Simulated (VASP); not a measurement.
# Sc4GeSe (P4/mmm) in VASP: a series of runs, part 2 of 2

VASP 6.6.1. The steps go on from the part before.

**3. Single point, PBE**

This run uses another cell than the first one, of 32.38 Å³/atom, 1.978 times its volume.

INCAR

```
SYSTEM = Sc4GeSe
ALGO     = Normal         ! electronic algorithm
EDIFF    = 1E-6           ! SCF threshold, eV
ENCUT    = 520            ! plane-wave cutoff, eV
GGA      = PE             ! functional
ISIF     = 2              ! what is computed and relaxed
ISMEAR   = 0              ! smearing method
LASPH    = .True.         ! aspherical terms in the spheres
LCHARG   = .False.        ! write CHGCAR
LREAL    = .False.        ! projectors in reciprocal space
LWAVE    = .False.        ! write WAVECAR
NBANDS   = 41             ! bands
NELM     = 80             ! most SCF steps
PREC     = Accurate       ! precision mode
SIGMA    = 0.1            ! smearing width, eV
```

KPOINTS

```
k-points
0
Gamma
  4 4 4
  0 0 0
```

POSCAR

```
Sc4GeSe
1.0
    4.9128013827      0.0000000000      0.0000000000
    0.0000000000      4.9128013827      0.0000000000
    0.0000000000      0.0000000000      8.0492663935
Sc Ge Se
4 1 1
Direct
    0.5000000000      0.0000000000      0.0000000000
    0.0000000000      0.5000000000      0.0000000000
    0.0000000000      0.0000000000      0.3205895633
    0.0000000000      0.0000000000      0.6794104367
    0.0000000000      0.0000000000      0.0000000000
    0.5000000000      0.5000000000      0.5000000000
```

Potentials or basis: VASP PAW PBE potentials, release 64 (Sc_sv, Ge_d, Se).

The run is started by

```sh
$ cat potpaw_PBE.64/Sc_sv/POTCAR potpaw_PBE.64/Ge_d/POTCAR potpaw_PBE.64/Se/POTCAR > POTCAR
$ mpirun -np 1 vasp_std > vasp.out
```

OUTCAR:

```text
SYSTEM = Sc4GeSe
   EDIFF = 1E-6
   ENCUT = 520
   GGA = PE
   ISIF = 2
   ISMEAR = 0
   LASPH = .True.
   LREAL = .False.
   NELM = 80
   PREC = Accurate

 ion  position               nearest neighbor table
   1  0.500  0.000  0.000-   5 2.46   5 2.46
   2  0.000  0.500  0.000-   5 2.46   5 2.46
   3  0.000  0.000  0.321-   5 2.58   4 2.89
   4  0.000  0.000  0.679-   5 2.58   3 2.89
   5  0.000  0.000  0.000-   1 2.46   2 2.46   2 2.46   1 2.46   3 2.58   4 2.58
   6  0.500  0.500  0.500-

  LATTYP: Found a simple tetragonal cell.
 ALAT       =     4.9128013827
 C/A-ratio  =     1.6384269924

  Lattice vectors:

 A1 = (   4.9128013827,   0.0000000000,   0.0000000000)
 A2 = (   0.0000000000,   4.9128013827,   0.0000000000)
 A3 = (   0.0000000000,   0.0000000000,   8.0492663935)

Analysis of symmetry for initial positions (statically):
=====================================================================
 Subroutine PRICEL returns:
 Original cell was already a primitive cell.

 Routine SETGRP: Setting up the symmetry group for a
 simple tetragonal supercell.

 Subroutine GETGRP returns: Found 16 space group operations
 (whereof 16 operations were pure point group operations)
 out of a pool of 16 trial point group operations.

The static configuration has the point symmetry D_4h.

Analysis of symmetry for dynamics (positions and initial velocities):
=====================================================================
 Subroutine PRICEL returns:
 Original cell was already a primitive cell.

 Routine SETGRP: Setting up the symmetry group for a
 simple tetragonal supercell.

 Subroutine GETGRP returns: Found 16 space group operations
 (whereof 16 operations were pure point group operations)
 out of a pool of 16 trial point group operations.

The dynamic configuration has the point symmetry D_4h.

 Subroutine INISYM returns: Found 16 space group operations
 (whereof 16 operations are pure point group operations),
 and found     1 'primitive' translations

----------------------------------------------------------------------------------------

                                     Primitive cell

  volume of cell :     194.2740

  direct lattice vectors                    reciprocal lattice vectors
     4.912801383  0.000000000  0.000000000     0.203549853  0.000000000  0.000000000
     0.000000000  4.912801383  0.000000000     0.000000000  0.203549853  0.000000000
     0.000000000  0.000000000  8.049266393     0.000000000  0.000000000  0.124234924

  length of vectors
     4.912801383  4.912801383  8.049266393     0.203549853  0.203549853  0.124234924

  position of ions in fractional coordinates (direct lattice)
     0.500000000  0.000000000  0.000000000
     0.000000000  0.500000000  0.000000000
     0.000000000  0.000000000  0.320589563
     0.000000000  0.000000000  0.679410437
     0.000000000  0.000000000  0.000000000
[... 27 lines left out ...]
     0.050887463  0.050887463  0.031058731

  Shift w.r.t. Gamma in fractional coordinates (k-lattice)
     0.000000000  0.000000000  0.000000000

 Subroutine IBZKPT returns following result:
 ===========================================

 Found     18 irreducible k-points:

 Following reciprocal coordinates:
            Coordinates               Weight
  0.000000  0.000000  0.000000      1.000000
  0.250000  0.000000  0.000000      4.000000
  0.500000  0.000000  0.000000      2.000000
  0.250000  0.250000  0.000000      4.000000
  0.500000  0.250000  0.000000      4.000000
  0.500000  0.500000  0.000000      1.000000
[... 10 lines left out ...]
  0.500000  0.250000  0.500000      4.000000
  0.500000  0.500000  0.500000      1.000000
   k-points           NKPTS =     18   k-points in BZ     NKDIM =     18   number of bands    NBANDS=     41
   number of dos      NEDOS =    301   number of ions     NIONS =      6
   total plane-waves  NPLWV =  96000
   dimension x,y,z NGX =    40 NGY =   40 NGZ =   60
   dimension x,y,z NGXF=    80 NGYF=   80 NGZF=  120
   ions per type =               4   1   1
   NGX,Y,Z   is equivalent  to a cutoff of  13.54, 13.54, 12.39 a.u.
   NGXF,Y,Z  is equivalent  to a cutoff of  27.07, 27.07, 24.78 a.u.
 SYSTEM =  Sc4GeSe
   PREC   = accura    normal or accurate (medium, high low for compatibility)
   ISTART =      0    job   : 0-new  1-cont  2-samecut
   ICHARG =      2    charge: 1-file 2-atom 10-const
   ISPIN  =      1    spin polarized calculation?
   LNONCOLLINEAR =      F non collinear calculations
   LSORBIT =      F    spin-orbit coupling
   LASPH  =      T    aspherical Exc in radial PAW
   ENCUT  =  520.0 eV  38.22 Ry    6.18 a.u.   9.13  9.13 14.97*2*pi/ulx,y,z
   NELM   =     80;   NELMIN=  2; NELMDL= -5     # of ELM steps
   EDIFF  = 0.1E-05   stopping-criterion for ELM
   LREAL  =      F    real-space projection
   EDIFFG = 0.1E-04   stopping-criterion for IOM
   NSW    =      0    number of steps for IOM
   IBRION =     -1    ionic relax: 0-MD 1-quasi-New 2-CG
   NFREE  =      0    steps in history (QN), initial steepest desc. (CG)
   ISIF   =      2    stress and relaxation
   ISYM   =      2    0-nonsym 1-usesym 2-fastsym
   POTIM  = 0.5000    time-step for ionic-motion
   TEBEG  =    0.0;   TEEND  =   0.0 temperature during run
   PSTRESS=    0.0 pullay stress
   NELECT =      64.0000    total number of electrons
   NUPDOWN=      -1.0000    fix difference up-down
   EMIN   =  10.00;   EMAX   =-10.00  energy-range for DOS
   EFERMI =   0.00;   METHOD = LEGACY
   ISMEAR =     0;   SIGMA  =   0.10  broadening in eV -4-tet -1-fermi 0-gaus
   EFERMI_NEDOS =   21; number of points for ismear=-14 and -15
   IALGO  =     38    algorithm
   IMIX   =      4    mixing-type and parameters
     AMIX     =   0.40;   BMIX     =  1.00
     AMIX_MAG =   1.60;   BMIX_MAG =  1.00
  volume/ion in A,a.u.               =      32.38       218.50
  Fermi-wavevector in a.u.,A,eV,Ry     =   1.130655  2.136627 17.393411  1.278380
  Thomas-Fermi vector in A             =   2.267352
   LORBIT       =      0    0 simple, 1 ext, 2 COOP (PROOUT), +10 PAW based schemes
   GGA     = PE    functional components
   LHFCALC =     F    Hartree Fock is set to
   AEXX    =    0.0000 exact exchange contribution
   IVDW    =     0    specifies the selected vdW correction
   LEPSILON=     F    determine dielectric tensor
   LRPA    =     F    only Hartree local field effects (RPA)
 non-spin polarized calculation
 Gauss-broadening in eV      SIGMA  =   0.10
  energy-cutoff  :      520.00
  volume of cell :      194.27
 maximum number of plane-waves:      5281
 NGX is ok and might be reduce to    40
   NGX = 19   NGY = 19   NGZ = 29

 number of electron      63.9999988 magnetization

 Free energy of the ion-electron system (eV)
  ---------------------------------------------------
  ext. energy  EPLUGINS =         0.00000000
  ---------------------------------------------------
  free energy    TOTEN  =       -30.02879176 eV

  energy without entropy =      -29.97007844  energy(sigma->0) =      -29.99943510

 E-fermi :   2.3375     XC(G=0):  -8.4408

 val. band max:        2.3312757366   @ k =   0.2500   0.0000   0.0000
 cond. band min:       2.3526074101   @ k =   0.5000   0.0000   0.2500
 fundamental gap:      0.0213316734
 Fermi energy:         2.3375090521

 k-point     1 :       0.0000    0.0000    0.0000
  band No.  band energies     occupation
      1     -48.1487      2.00000
      2     -48.1081      2.00000
      3     -47.5461      2.00000
      4     -47.5264      2.00000
      5     -26.8636      2.00000
      6     -26.8636      2.00000
[... 781 lines left out ...]
     40       3.3917      0.00000
     41       3.8113      0.00000

------------------------ aborting loop because EDIFF is reached ----------------------------------------

  FORCE on cell =-STRESS in cart. coord.  units (eV):
  Direction    XX          YY          ZZ          XY          YZ          ZX
  --------------------------------------------------------------------------------------
  -------------------------------------------------------------------------------------
  Total       -0.0091321     -0.0091321      0.0718843      0.0000000     -0.0000000      0.0000000
  in kB       -0.0753121     -0.0753121      0.5928293      0.0000000     -0.0000000      0.0000000
  external PRESSURE =       0.1474017 kB  Pullay stress =       0.0000000 kB

 VOLUME and BASIS-vectors are now :
 -----------------------------------------------------------------------------
  energy-cutoff  :      520.00
  volume of cell :      194.27
      direct lattice vectors                 reciprocal lattice vectors
     4.912801383  0.000000000  0.000000000     0.203549853  0.000000000  0.000000000
     0.000000000  4.912801383  0.000000000     0.000000000  0.203549853  0.000000000
     0.000000000  0.000000000  8.049266393     0.000000000  0.000000000  0.124234924

 POSITION                                       TOTAL-FORCE (eV/Angst)
 -----------------------------------------------------------------------------------
      2.45640      0.00000      0.00000         0.000000      0.000000      0.000000
      0.00000      2.45640      0.00000         0.000000      0.000000      0.000000
      0.00000      0.00000      2.58051         0.000000      0.000000      0.010291
      0.00000      0.00000      5.46876         0.000000      0.000000     -0.010291
      0.00000      0.00000      0.00000         0.000000      0.000000      0.000000
      2.45640      2.45640      4.02463         0.000000      0.000000      0.000000
 -----------------------------------------------------------------------------------
    total drift:                                0.000000      0.000000     -0.000000

  FREE ENERGIE OF THE ION-ELECTRON SYSTEM (eV)
  ---------------------------------------------------
  free  energy   TOTEN  =       -30.0287917639 eV

  energy  without entropy=      -29.9700784380  energy(sigma->0) =      -29.99943510
```

It took 2.6 min on 1 thread of Intel Xeon Platinum 8259CL at 2.50GHz (Skylake/Cascade Lake), shared host; peak memory 0.38 GiB.

Results:

```
Free energy            : -30.0288 eV
Pressure               : 0.0 GPa
Largest force          : 0.010 eV/Å
Band gap on the k mesh : zero (band 32 reaches 2.69 eV, above the bottom of band 33 at 2.00 eV)
```

Forces on the atoms (eV/Å):
```
Sc   0.000  0.000  0.000
Sc   0.000  0.000  0.000
Sc   0.000  0.000  0.010
Sc   0.000  0.000 -0.010
Ge   0.000  0.000  0.000
Se   0.000  0.000  0.000
```

Levels at points of the mesh, in eV from the Fermi level:
```csv
k point,band 30,band 31,band 32,band 33,band 34,band 35
"(0.00, 0.00, 0.00)",-1.38,-0.93,-0.35,-0.22,-0.22,-0.20
"(0.50, 0.00, 0.00)",-0.30,-0.06,0.09,0.31,0.33,0.41
"(0.50, 0.50, 0.00)",-0.41,-0.16,0.35,0.35,0.48,0.48
"(0.00, 0.00, 0.50)",-0.80,-0.43,-0.43,-0.34,-0.24,0.14
"(0.50, 0.00, 0.50)",-0.48,-0.42,-0.29,0.12,0.28,0.30
"(0.50, 0.50, 0.50)",-0.13,0.11,0.11,0.18,0.37,0.37
```
